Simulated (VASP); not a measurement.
# W (Fm-3m) in VASP: a series of runs

W is run at these levels: PBE; tasks: single point.

Program: VASP 6.6.1. These are calculated values, not measurements. Logs are shortened: lines on timing, memory, paths and dates and some standing lists are left out, and cuts for length are marked.

## (1) The cell of the first run

It takes space group Fm-3m (No. 225, cubic). Conventional cell: a = 4.060 Å, b = 4.060 Å, c = 4.060 Å, α = 90.00°, β = 90.00°, γ = 90.00°. Within 3.8 Å of W (site symmetry m-3m) lie 12 W at 2.87 Å.

## (2) Single point, PBE

INCAR reads:

```
ALGO = Normal ; EDIFF = 1E-6
ENCUT = 520 ; GGA = PE
ISIF = 2 ; ISMEAR = 1
LASPH = T ; LCHARG = F
LREAL = F ; LWAVE = F
NBANDS = 13 ; NELM = 80
PREC = Accurate ; SIGMA = 0.05
```

KPOINTS reads:

```
k-points
0
Gamma
  14 14 14
```

POSCAR reads:

```
W
1.0
    0.0000000000      2.0300000000      2.0300000000
    2.0300000000      0.0000000000      2.0300000000
    2.0300000000      2.0300000000      0.0000000000
W
1
Direct
    0.0000000000      0.0000000000      0.0000000000
```

Potentials or basis: VASP PAW PBE potentials, release 64 (W_sv).

The run is started by

```
> cat potpaw_PBE.64/W_sv/POTCAR > POTCAR
> mpirun -np 1 vasp_std > vasp.out
```

OUTCAR:

```text
EDIFF = 1E-6
   ENCUT = 520
   GGA = PE
   ISIF = 2
   ISMEAR = 1
   LASPH = T
   LREAL = F
   NELM = 80
   PREC = Accurate

 ion  position               nearest neighbor table
   1  0.000  0.000  0.000-

  LATTYP: Found a face centered cubic cell.
 ALAT       =     4.0600000000

  Lattice vectors:

 A1 = (   0.0000000000,   2.0300000000,   2.0300000000)
 A2 = (   2.0300000000,   0.0000000000,   2.0300000000)
 A3 = (   2.0300000000,   2.0300000000,   0.0000000000)

Analysis of symmetry for initial positions (statically):
=====================================================================
 Subroutine PRICEL returns:
 Original cell was already a primitive cell.

 Routine SETGRP: Setting up the symmetry group for a
 face centered cubic supercell.

 Subroutine GETGRP returns: Found 48 space group operations
 (whereof 48 operations were pure point group operations)
 out of a pool of 48 trial point group operations.

The static configuration has the point symmetry O_h .

Analysis of symmetry for dynamics (positions and initial velocities):
=====================================================================
 Subroutine PRICEL returns:
 Original cell was already a primitive cell.

 Routine SETGRP: Setting up the symmetry group for a
 face centered cubic supercell.

 Subroutine GETGRP returns: Found 48 space group operations
 (whereof 48 operations were pure point group operations)
 out of a pool of 48 trial point group operations.

The dynamic configuration has the point symmetry O_h .

 Subroutine INISYM returns: Found 48 space group operations
 (whereof 48 operations are pure point group operations),
 and found     1 'primitive' translations

----------------------------------------------------------------------------------------

                                     Primitive cell

  volume of cell :      16.7309

  direct lattice vectors                    reciprocal lattice vectors
     0.000000000  2.030000000  2.030000000    -0.246305419  0.246305419  0.246305419
     2.030000000  0.000000000  2.030000000     0.246305419 -0.246305419  0.246305419
     2.030000000  2.030000000  0.000000000     0.246305419  0.246305419 -0.246305419

  length of vectors
     2.870853532  2.870853532  2.870853532     0.426613499  0.426613499  0.426613499

  position of ions in fractional coordinates (direct lattice)
     0.000000000  0.000000000  0.000000000

  ion indices of the primitive-cell ions
   primitive index   ion index
                 1           1

----------------------------------------------------------------------------------------

 KPOINTS: k-points

Automatic generation of k-mesh.
 Grid dimensions read from file:
 generate k-points for:   14   14   14

 Generating k-lattice:

  Cartesian coordinates                     Fractional coordinates (reciprocal lattice)
    -0.017593244  0.017593244  0.017593244     0.071428571  0.000000000  0.000000000
     0.017593244 -0.017593244  0.017593244     0.000000000  0.071428571  0.000000000
     0.017593244  0.017593244 -0.017593244     0.000000000  0.000000000  0.071428571

  Length of vectors
     0.030472393  0.030472393  0.030472393

  Shift w.r.t. Gamma in fractional coordinates (k-lattice)
     0.000000000  0.000000000  0.000000000

 Subroutine IBZKPT returns following result:
 ===========================================

 Found    104 irreducible k-points:

 Following reciprocal coordinates:
            Coordinates               Weight
  0.000000  0.000000  0.000000      1.000000
  0.071429  0.000000  0.000000      8.000000
  0.142857  0.000000  0.000000      8.000000
  0.214286  0.000000  0.000000      8.000000
  0.285714  0.000000  0.000000      8.000000
  0.357143  0.000000  0.000000      8.000000
[... 16 lines left out ...]
  0.214286  0.142857  0.000000     24.000000
  0.285714  0.142857  0.000000     24.000000
 [... further k-points ...]
   k-points           NKPTS =    104   k-points in BZ     NKDIM =    104   number of bands    NBANDS=     13
   number of dos      NEDOS =    301   number of ions     NIONS =      1
   total plane-waves  NPLWV =  13824
   dimension x,y,z NGX =    24 NGY =   24 NGZ =   24
   dimension x,y,z NGXF=    48 NGYF=   48 NGZF=   48
   ions per type =               1
   NGX,Y,Z   is equivalent  to a cutoff of  13.90, 13.90, 13.90 a.u.
   NGXF,Y,Z  is equivalent  to a cutoff of  27.80, 27.80, 27.80 a.u.
 SYSTEM =  unknown system
   PREC   = accura    normal or accurate (medium, high low for compatibility)
   ISTART =      0    job   : 0-new  1-cont  2-samecut
   ICHARG =      2    charge: 1-file 2-atom 10-const
   ISPIN  =      1    spin polarized calculation?
   LNONCOLLINEAR =      F non collinear calculations
   LSORBIT =      F    spin-orbit coupling
   LASPH  =      T    aspherical Exc in radial PAW
   ENCUT  =  520.0 eV  38.22 Ry    6.18 a.u.   5.34  5.34  5.34*2*pi/ulx,y,z
   NELM   =     80;   NELMIN=  2; NELMDL= -5     # of ELM steps
   EDIFF  = 0.1E-05   stopping-criterion for ELM
   LREAL  =      F    real-space projection
   EDIFFG = 0.1E-04   stopping-criterion for IOM
   NSW    =      0    number of steps for IOM
   IBRION =     -1    ionic relax: 0-MD 1-quasi-New 2-CG
   NFREE  =      0    steps in history (QN), initial steepest desc. (CG)
   ISIF   =      2    stress and relaxation
   ISYM   =      2    0-nonsym 1-usesym 2-fastsym
   POTIM  = 0.5000    time-step for ionic-motion
   TEBEG  =    0.0;   TEEND  =   0.0 temperature during run
   PSTRESS=    0.0 pullay stress
   NELECT =      14.0000    total number of electrons
   NUPDOWN=      -1.0000    fix difference up-down
   EMIN   =  10.00;   EMAX   =-10.00  energy-range for DOS
   EFERMI =   0.00;   METHOD = LEGACY
   ISMEAR =     1;   SIGMA  =   0.05  broadening in eV -4-tet -1-fermi 0-gaus
   EFERMI_NEDOS =   21; number of points for ismear=-14 and -15
   IALGO  =     38    algorithm
   IMIX   =      4    mixing-type and parameters
     AMIX     =   0.40;   BMIX     =  1.00
     AMIX_MAG =   1.60;   BMIX_MAG =  1.00
  volume/ion in A,a.u.               =      16.73       112.91
  Fermi-wavevector in a.u.,A,eV,Ry     =   1.542688  2.915258 32.380324  2.379887
  Thomas-Fermi vector in A             =   2.648457
   LORBIT       =      0    0 simple, 1 ext, 2 COOP (PROOUT), +10 PAW based schemes
   GGA     = PE    functional components
   LHFCALC =     F    Hartree Fock is set to
   AEXX    =    0.0000 exact exchange contribution
   IVDW    =     0    specifies the selected vdW correction
   LEPSILON=     F    determine dielectric tensor
   LRPA    =     F    only Hartree local field effects (RPA)
 non-spin polarized calculation
 Methfessel and Paxton  Order N= 1 SIGMA  =   0.05
  energy-cutoff  :      520.00
  volume of cell :       16.73
 maximum number of plane-waves:       464
 NGX is ok and might be reduce to    24
   NGX = 11   NGY = 11   NGZ = 11

 number of electron      14.0000002 magnetization

 Free energy of the ion-electron system (eV)
  ---------------------------------------------------
  ext. energy  EPLUGINS =         0.00000000
  ---------------------------------------------------
  free energy    TOTEN  =       -12.46890439 eV

  energy without entropy =      -12.46897367  energy(sigma->0) =      -12.46892749

 E-fermi :  10.2091     XC(G=0): -13.3286

 val. band max:       10.2071956909   @ k =   0.2143   0.0714   0.0000
 cond. band min:      10.2239064863   @ k =  -0.1429   0.0714   0.0000
 fundamental gap:      0.0167107954
 Fermi energy:        10.2091462379

 k-point     1 :       0.0000    0.0000    0.0000
  band No.  band energies     occupation
      1     -63.4878      2.00000
      2     -27.1419      2.00000
      3     -27.1419      2.00000
      4     -27.1419      2.00000
      5       1.3351      2.00000
      6       9.6907      2.00000
      7       9.6907      2.00000
      8       9.6907      2.00000
      9      12.7303      0.00000
     10      12.7303      0.00000
     11      22.9870      0.00000
     12      28.1118      0.00000
     13      28.1118      0.00000

 k-point     2 :       0.0714    0.0000    0.0000
  band No.  band energies     occupation
      1     -63.4830      2.00000
      2     -27.1985      2.00000
      3     -27.1491      2.00000
      4     -27.1491      2.00000
      5       1.5536      2.00000
      6       9.5235      2.00000
      7       9.7920      2.00000
      8       9.7920      2.00000
      9      12.6397      0.00000
     10      12.6397      0.00000
     11      23.4234      0.00000
     12      27.1848      0.00000
     13      28.5208      0.00000

 k-point     3 :       0.1429    0.0000    0.0000
  band No.  band energies     occupation
      1     -63.4696      2.00000
      2     -27.3550      2.00000
      3     -27.1695      2.00000
      4     -27.1695      2.00000
      5       2.1705      2.00000
      6       9.1312      2.00000
      7      10.0252      2.00000
      8      10.0252      2.00000
      9      12.4840      0.00000
     10      12.4840      0.00000
     11      24.4292      0.00000
     12      25.7860      0.00000
     13      29.6833      0.00000
[... 305 lines left out ...]
 k-point    23 :       0.2143    0.1429    0.0000
  band No.  band energies     occupation
      1     -63.4491      2.00000
      2     -27.4921      2.00000
      3     -27.2536      2.00000
      4     -27.2448      2.00000
      5       3.1331      2.00000
      6       8.2773      2.00000
      7      10.4421     -0.00000
      8      10.7080     -0.00000
      9      11.3549      0.00000
     10      13.3179      0.00000
     11      25.9740      0.00000
     12      26.5314      0.00000
     13      29.2380      0.00000

 k-point    24 :       0.2857    0.1429    0.0000
  band No.  band energies     occupation
      1     -63.4302      2.00000
      2     -27.6874      2.00000
      3     -27.2899      2.00000
      4     -27.2789      2.00000
      5       4.0157      2.00000
      6       7.9957      2.00000
      7       9.8871      2.00000
      8      10.8231     -0.00000
      9      12.1589      0.00000
     10      13.7549      0.00000
     11      24.7027      0.00000
     12      27.5973      0.00000
     13      29.7759      0.00000

 [... further k-points ...]
[... 5 lines left out ...]
  --------------------------------------------------------------------------------------
  -------------------------------------------------------------------------------------
  Total       -0.4464080     -0.4464080     -0.4464080     -0.0000000      0.0000000      0.0000000
  in kB      -42.7488462    -42.7488462    -42.7488462     -0.0000000      0.0000000      0.0000000
  external PRESSURE =     -42.7488462 kB  Pullay stress =       0.0000000 kB

 VOLUME and BASIS-vectors are now :
 -----------------------------------------------------------------------------
  energy-cutoff  :      520.00
  volume of cell :       16.73
      direct lattice vectors                 reciprocal lattice vectors
     0.000000000  2.030000000  2.030000000    -0.246305419  0.246305419  0.246305419
     2.030000000  0.000000000  2.030000000     0.246305419 -0.246305419  0.246305419
     2.030000000  2.030000000  0.000000000     0.246305419  0.246305419 -0.246305419

 POSITION                                       TOTAL-FORCE (eV/Angst)
 -----------------------------------------------------------------------------------
      0.00000      0.00000      0.00000         0.000000      0.000000      0.000000
 -----------------------------------------------------------------------------------
    total drift:                                0.000000      0.000000     -0.000000

  FREE ENERGIE OF THE ION-ELECTRON SYSTEM (eV)
  ---------------------------------------------------
  free  energy   TOTEN  =       -12.4689043944 eV

  energy  without entropy=      -12.4689736712  energy(sigma->0) =      -12.46892749
```

It took 6.8 s on 1 thread of Intel Xeon 6975P-C (Granite Rapids), shared host; peak memory 0.15 GiB.

Results:

| Property | Result |
| --- | --- |
| Free energy | -12.4689 eV |
| Pressure | -4.3 GPa |
| Band gap on the k mesh | zero (band 7 reaches 13.17 eV, above the bottom of band 8 at 9.69 eV) |

Levels at points of the mesh, in eV from the Fermi level:
```
           k point  band 4  band 5  band 6  band 7  band 8  band 9  band 10  band 11
(0.00, 0.00, 0.00)  -37.35   -8.87   -0.52   -0.52   -0.52    2.52     2.52    12.78
(0.50, 0.00, 0.00)  -37.50   -5.48   -0.73   -0.73    0.60    4.93     4.93    10.02
(0.50, 0.50, 0.00)  -37.74   -5.33   -4.38    2.96    4.89    5.63     5.63    11.59
```

Caveat: spin-orbit coupling is left out, which moves the levels of the heavy elements.

## (3) Single point, PBE

INCAR reads:

```
SYSTEM = W
PREC = Accurate
ENCUT = 520
EDIFF = 1E-6
ISMEAR = 1
SIGMA = 0.05
LREAL = .FALSE.
LASPH = .TRUE.
NELM = 60
ALGO = Normal
ISIF = 2
LWAVE = .FALSE.
LCHARG = .TRUE.
GGA = PE
LELF = .TRUE.
LVHAR = .TRUE.
NBANDS = 13
```

KPOINTS reads:

```
Automatic mesh
0
G
  14 14 14
  0 0 0
```

POSCAR is that of step 2.

Potentials or basis: VASP PAW PBE potentials, release 64 (W_sv).

The run is started by

```
> cat potpaw_PBE.64/W_sv/POTCAR > POTCAR
> mpirun -np 1 vasp_std > vasp.out
```

Wall time 7 s (1 thread of Intel Xeon 6975P-C (Granite Rapids), shared host); peak memory 0.15 GiB.

The run converged. Its results:

- Free energy: -12.4689 eV
- Pressure: -4.3 GPa
- Band gap on the k mesh: zero (band 7 reaches 13.17 eV, above the bottom of band 8 at 9.69 eV)

Levels at points of the mesh, in eV from the Fermi level:
```
           k point  band 4  band 5  band 6  band 7  band 8  band 9  band 10  band 11
(0.00, 0.00, 0.00)  -37.35   -8.87   -0.52   -0.52   -0.52    2.52     2.52    12.78
(0.50, 0.00, 0.00)  -37.50   -5.48   -0.73   -0.73    0.60    4.93     4.93    10.02
(0.50, 0.50, 0.00)  -37.74   -5.33   -4.38    2.96    4.89    5.63     5.63    11.59
```

Caveat: spin-orbit coupling is left out, which moves the levels of the heavy elements.
